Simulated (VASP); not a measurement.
# Al2Ru (I4/mmm) in VASP: a series of runs

The runs below take Al2Ru through single point, with PBEsol.

Program: VASP 6.6.1. These are calculated values, not measurements. Logs are shortened: lines on timing, memory, paths and dates and some standing lists are left out, and cuts for length are marked.

## (1) The cell of the first run

The structure is tetragonal, space group I4/mmm (No. 139). Conventional cell: a = 3.032 Å, b = 3.032 Å, c = 8.181 Å, α = 90.00°, β = 90.00°, γ = 90.00°. Al (site symmetry 4mm) has 5 Ru at 2.51 to 2.79 Å and 9 Al at 2.60 to 3.03 Å within 3.3 Å. Ru (site symmetry 4/mmm) has 10 Al at 2.51 to 2.79 Å and 4 Ru at 3.03 Å within 3.3 Å.

## (2) Single point, PBEsol, collinear spin, ferromagnetic start (12.54 Å³/atom)

Contents of INCAR:

```
SYSTEM = Al2Ru
  ALGO = Normal
  EDIFF = 1E-6
  ENCUT = 520
  GGA = PS
  ISIF = 2
  ISMEAR = 0
  ISPIN = 2
  KPAR = 4
  LASPH = .True.
  LCHARG = .False.
  LMAXMIX = 4
  LORBIT = 11
  LREAL = .False.
  LWAVE = .False.
  MAGMOM = 0 0 1.125
  NBANDS = 21
  NELM = 150
  NUPDOWN = 1.125
  PREC = Accurate
  SIGMA = 0.15
```

Contents of KPOINTS:

```
k-points
0
Gamma
  20 20 20
  0 0 0
```

Contents of POSCAR:

```
Al2Ru
1.0
   -1.5160409298      1.5160409298      4.0907071886
    1.5160409298     -1.5160409298      4.0907071886
    1.5160409298      1.5160409298     -4.0907071886
Al Ru
2 1
Direct
    0.6590805105      0.6590805105      0.0000000000
    0.3409194895      0.3409194895      0.0000000000
    0.0000000000      0.0000000000      0.0000000000
```

Potentials or basis: VASP PAW PBE potentials, release 64 (Al, Ru_pv).

On the command line:

```sh
> cat potpaw_PBE.64/Al/POTCAR potpaw_PBE.64/Ru_pv/POTCAR > POTCAR
> mpirun -np 4 vasp_std > vasp.out
```

OUTCAR:

```text
SYSTEM = Al2Ru
   EDIFF = 1E-6
   ENCUT = 520
   GGA = PS
   ISIF = 2
   ISMEAR = 0
   ISPIN = 2
   LASPH = .True.
   LORBIT = 11
   LREAL = .False.
   NELM = 150
   NUPDOWN = 1.125
   PREC = Accurate

 ion  position               nearest neighbor table
   1  0.659  0.659  0.000-   3 2.51   3 2.51   3 2.51   3 2.51   2 2.60   2 2.61   2 2.61   2 2.61
                             2 2.61   3 2.79
   2  0.341  0.341  0.000-   3 2.51   3 2.51   3 2.51   3 2.51   1 2.60   1 2.61   1 2.61   1 2.61
                             1 2.61   3 2.79
   3  0.000  0.000  0.000-   1 2.51   1 2.51   2 2.51   1 2.51   2 2.51   2 2.51   1 2.51   2 2.51
                             1 2.79   2 2.79

  LATTYP: Found a body centered tetragonal cell.
 ALAT       =     3.0320818596
 C/A-ratio  =     2.6982828156

  Lattice vectors:

 A1 = (  -1.5160409298,   1.5160409298,   4.0907071886)
 A2 = (   1.5160409298,  -1.5160409298,   4.0907071886)
 A3 = (   1.5160409298,   1.5160409298,  -4.0907071886)

Analysis of symmetry for initial positions (statically):
=====================================================================
 Subroutine PRICEL returns:
 Original cell was already a primitive cell.

 Routine SETGRP: Setting up the symmetry group for a
 body centered tetragonal supercell.

 Subroutine GETGRP returns: Found 16 space group operations
 (whereof 16 operations were pure point group operations)
 out of a pool of 16 trial point group operations.

The static configuration has the point symmetry D_4h.

Analysis of symmetry for dynamics (positions and initial velocities):
=====================================================================
 Subroutine PRICEL returns:
 Original cell was already a primitive cell.

 Routine SETGRP: Setting up the symmetry group for a
 body centered tetragonal supercell.

 Subroutine GETGRP returns: Found 16 space group operations
 (whereof 16 operations were pure point group operations)
 out of a pool of 16 trial point group operations.

The dynamic configuration has the point symmetry D_4h.

Analysis of structural, dynamic, and magnetic symmetry:
=====================================================================
 Subroutine PRICEL returns:
 Original cell was already a primitive cell.

 Routine SETGRP: Setting up the symmetry group for a
 body centered tetragonal supercell.

 Subroutine GETGRP returns: Found 16 space group operations
 (whereof 16 operations were pure point group operations)
 out of a pool of 16 trial point group operations.

The overall configuration has the point symmetry D_4h.

 Subroutine INISYM returns: Found 16 space group operations
 (whereof 16 operations are pure point group operations),
 and found     1 'primitive' translations

----------------------------------------------------------------------------------------

                                     Primitive cell

  volume of cell :      37.6080

  direct lattice vectors                    reciprocal lattice vectors
    -1.516040930  1.516040930  4.090707189     0.000000000  0.329806399  0.122228255
     1.516040930 -1.516040930  4.090707189     0.329806399  0.000000000  0.122228255
     1.516040930  1.516040930 -4.090707189     0.329806399  0.329806399  0.000000000

  length of vectors
     4.618511178  4.618511178  4.618511178     0.351727177  0.351727177  0.466416683

  position of ions in fractional coordinates (direct lattice)
     0.659080510  0.659080510  0.000000000
     0.340919490  0.340919490  0.000000000
     0.000000000  0.000000000  0.000000000

  ion indices of the primitive-cell ions
   primitive index   ion index
                 1           1
                 2           2
                 3           3

----------------------------------------------------------------------------------------

 KPOINTS: k-points

Automatic generation of k-mesh.
 Grid dimensions read from file:
 generate k-points for:   20   20   20

 Generating k-lattice:

  Cartesian coordinates                     Fractional coordinates (reciprocal lattice)
     0.000000000  0.016490320  0.006111413     0.050000000  0.000000000  0.000000000
     0.016490320  0.000000000  0.006111413     0.000000000  0.050000000  0.000000000
     0.016490320  0.016490320  0.000000000     0.000000000  0.000000000  0.050000000

  Length of vectors
     0.017586359  0.017586359  0.023320834

  Shift w.r.t. Gamma in fractional coordinates (k-lattice)
     0.000000000  0.000000000  0.000000000

 Subroutine IBZKPT returns following result:
 ===========================================

 Found    641 irreducible k-points:

 Following reciprocal coordinates:
            Coordinates               Weight
  0.000000  0.000000  0.000000      1.000000
  0.050000 -0.000000  0.000000      8.000000
  0.100000  0.000000 -0.000000      8.000000
  0.150000 -0.000000  0.000000      8.000000
  0.200000  0.000000 -0.000000      8.000000
  0.250000 -0.000000  0.000000      8.000000
[... 16 lines left out ...]
 -0.400000  0.050000 -0.000000     16.000000
 -0.350000  0.050000  0.000000     16.000000
 [... further k-points ...]
   k-points           NKPTS =    641   k-points in BZ     NKDIM =    641   number of bands    NBANDS=     21
   number of dos      NEDOS =    301   number of ions     NIONS =      3
   total plane-waves  NPLWV =  46656
   dimension x,y,z NGX =    36 NGY =   36 NGZ =   36
   dimension x,y,z NGXF=    72 NGYF=   72 NGZF=   72
   ions per type =               2   1
   NGX,Y,Z   is equivalent  to a cutoff of  12.96, 12.96, 12.96 a.u.
   NGXF,Y,Z  is equivalent  to a cutoff of  25.92, 25.92, 25.92 a.u.
 SYSTEM =  Al2Ru
   PREC   = accura    normal or accurate (medium, high low for compatibility)
   ISTART =      0    job   : 0-new  1-cont  2-samecut
   ICHARG =      2    charge: 1-file 2-atom 10-const
   ISPIN  =      2    spin polarized calculation?
   LNONCOLLINEAR =      F non collinear calculations
   LSORBIT =      F    spin-orbit coupling
   LASPH  =      T    aspherical Exc in radial PAW
   ENCUT  =  520.0 eV  38.22 Ry    6.18 a.u.   8.59  8.59  8.59*2*pi/ulx,y,z
   NELM   =    150;   NELMIN=  2; NELMDL= -5     # of ELM steps
   EDIFF  = 0.1E-05   stopping-criterion for ELM
   LREAL  =      F    real-space projection
   EDIFFG = 0.1E-04   stopping-criterion for IOM
   NSW    =      0    number of steps for IOM
   IBRION =     -1    ionic relax: 0-MD 1-quasi-New 2-CG
   NFREE  =      0    steps in history (QN), initial steepest desc. (CG)
   ISIF   =      2    stress and relaxation
   ISYM   =      2    0-nonsym 1-usesym 2-fastsym
   POTIM  = 0.5000    time-step for ionic-motion
   TEBEG  =    0.0;   TEEND  =   0.0 temperature during run
   PSTRESS=    0.0 pullay stress
   NELECT =      20.0000    total number of electrons
   NUPDOWN=       1.1250    fix difference up-down
   EMIN   =  10.00;   EMAX   =-10.00  energy-range for DOS
   EFERMI =   0.00;   METHOD = LEGACY
   ISMEAR =     0;   SIGMA  =   0.15  broadening in eV -4-tet -1-fermi 0-gaus
   EFERMI_NEDOS =   21; number of points for ismear=-14 and -15
   IALGO  =     38    algorithm
   IMIX   =      4    mixing-type and parameters
     AMIX     =   0.40;   BMIX     =  1.00
     AMIX_MAG =   1.60;   BMIX_MAG =  1.00
  volume/ion in A,a.u.               =      12.54        84.60
  Fermi-wavevector in a.u.,A,eV,Ry     =   1.326350  2.506438 23.935421  1.759204
  Thomas-Fermi vector in A             =   2.455743
   LORBIT       =     11    0 simple, 1 ext, 2 COOP (PROOUT), +10 PAW based schemes
   GGA     = PS    functional components
   LHFCALC =     F    Hartree Fock is set to
   AEXX    =    0.0000 exact exchange contribution
   IVDW    =     0    specifies the selected vdW correction
   LEPSILON=     F    determine dielectric tensor
   LRPA    =     F    only Hartree local field effects (RPA)
 spin polarized calculation
 Gauss-broadening in eV      SIGMA  =   0.15
  energy-cutoff  :      520.00
  volume of cell :       37.61
 maximum number of plane-waves:      1027
   NGX = 17   NGY = 17   NGZ = 17

 number of electron      20.0000001 magnetization       1.1250000

 Free energy of the ion-electron system (eV)
  ---------------------------------------------------
  ext. energy  EPLUGINS =         0.00000000
  ---------------------------------------------------
  free energy    TOTEN  =       -19.37422384 eV

  energy without entropy =      -19.35762976  energy(sigma->0) =      -19.36592680

 E-fermi :  10.7227     XC(G=0): -12.4353

 val. band max:       12.8497284423   @ k =  -0.1000   0.3500   0.0500
 cond. band min:      10.7246936049   @ k =   0.2500   0.2500   0.0500
 fundamental gap:     -2.1250348373
 Fermi energy:        12.8547244380

 spin component 1

 k-point     1 :       0.0000    0.0000    0.0000
  band No.  band energies     occupation
      1     -30.8008      1.00000
      2     -30.7565      1.00000
      3     -30.7565      1.00000
      4       0.0618      1.00000
      5       5.7403      1.00000
      6       7.4770      1.00000
[... 550 lines left out ...]
      5       6.0517      1.00000
      6       7.1293      1.00000
[... 13 lines left out ...]
     20      25.1277      0.00000
     21      26.3758      0.00000

 [... further k-points ...]

 spin component 2

 k-point     1 :       0.0000    0.0000    0.0000
  band No.  band energies     occupation
      1     -30.3888      1.00000
      2     -30.2194      1.00000
      3     -30.2194      1.00000
      4       0.3599      1.00000
      5       6.0878      1.00000
      6       8.0335      1.00000
[... 550 lines left out ...]
      5       6.3514      1.00000
      6       7.5506      1.00000
[... 13 lines left out ...]
     20      25.3854      0.00000
     21      26.7117      0.00000

 [... further k-points ...]

------------------------ aborting loop because EDIFF is reached ----------------------------------------

  FORCE on cell =-STRESS in cart. coord.  units (eV):
  Direction    XX          YY          ZZ          XY          YZ          ZX
  --------------------------------------------------------------------------------------
  -------------------------------------------------------------------------------------
  Total        6.0022085      6.0022085      4.6434788      0.0000000     -0.0000000      0.0000000
  in kB      255.7062963    255.7062963    197.8216476      0.0000000     -0.0000000      0.0000000
  external PRESSURE =     236.4114134 kB  Pullay stress =       0.0000000 kB

 VOLUME and BASIS-vectors are now :
 -----------------------------------------------------------------------------
  energy-cutoff  :      520.00
  volume of cell :       37.61
      direct lattice vectors                 reciprocal lattice vectors
    -1.516040930  1.516040930  4.090707189     0.000000000  0.329806399  0.122228255
     1.516040930 -1.516040930  4.090707189     0.329806399  0.000000000  0.122228255
     1.516040930  1.516040930 -4.090707189     0.329806399  0.329806399  0.000000000

 POSITION                                       TOTAL-FORCE (eV/Angst)
 -----------------------------------------------------------------------------------
      0.00000      0.00000      5.39221        -0.000000     -0.000000      0.095800
      0.00000      0.00000      2.78920        -0.000000     -0.000000     -0.095800
      0.00000      0.00000      0.00000         0.000000      0.000000     -0.000000
 -----------------------------------------------------------------------------------
    total drift:                               -0.000000     -0.000000      0.000000

  FREE ENERGIE OF THE ION-ELECTRON SYSTEM (eV)
  ---------------------------------------------------
  free  energy   TOTEN  =       -19.3742238371 eV

  energy  without entropy=      -19.3576297591  energy(sigma->0) =      -19.36592680

 total charge

# of ion       s       p       d       tot
------------------------------------------
    1        0.410   0.457   0.000   0.868
    2        0.410   0.457   0.000   0.868
    3        0.359   6.308   6.328  12.996
--------------------------------------------------
tot          1.179   7.223   6.328  14.731

 magnetization (x)

# of ion       s       p       d       tot
------------------------------------------
    1        0.013   0.041   0.000   0.054
    2        0.013   0.041   0.000   0.054
    3        0.008   0.044   0.630   0.682
--------------------------------------------------
tot          0.035   0.125   0.630   0.790
```

Wall time 3.9 min (4 MPI ranks of Intel Xeon Platinum 8488C (Sapphire Rapids), shared host); peak memory 0.8 GiB.

Results:

- Free energy: -19.3742 eV
- Pressure: 23.6 GPa
- Largest force: 0.096 eV/Å
- Net moment: 1.12 μB per cell
- Site moments: Al +0.05; Ru +0.68 μB
- Valence electrons inside the program's atomic spheres: Al 0.87; Ru 13.00

Forces on the atoms (eV/Å):
```
Al   0.000  0.000  0.096
Al   0.000  0.000 -0.096
Ru   0.000  0.000  0.000
```

Caveat: the cell stands under pressure; the PAW data sets were made with another functional, which shifts forces and pressure a little; the total moment is fixed, so each spin has its own Fermi level.

[end of part 1 of 2]
